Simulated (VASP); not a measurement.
Here is a VASP 6.6.1 calculation.

The input INCAR:

```
ALGO = Normal
EDIFF = 1E-8
ENCUT = 520
GGA = PE
ISIF = 2
ISMEAR = 0
ISPIN = 2
LASPH = True
LCHARG = False
LEFG = True
LMAXMIX = 4
LORBIT = 11
LREAL = False
LWAVE = False
MAGMOM = 0.76
NBANDS = 15
NELM = 150
PREC = Accurate
SIGMA = 0.05
```

Contents of KPOINTS:

```
k-points
0
Gamma
  22 22 22
```

Contents of POSCAR:

```
Ni
1.0
    0.0000000000      1.7593096198      1.7593096198
    1.7593096198      0.0000000000      1.7593096198
    1.7593096198      1.7593096198      0.0000000000
Ni
1
Direct
    0.0000000000      0.0000000000      0.0000000000
```

Potentials or basis: VASP PAW PBE potentials, release 64 (Ni).

Run with:

```bash
$ cat potpaw_PBE.64/Ni/POTCAR > POTCAR
$ mpirun -np 1 vasp_std > vasp.out
```

(1) Predict the site moments.

(2) Predict the net moment.

(3) What does it give for the pressure?

Results:

(1) Ni +0.66 μB.

(2) 0.65 μB per cell.

(3) 0.0 GPa.
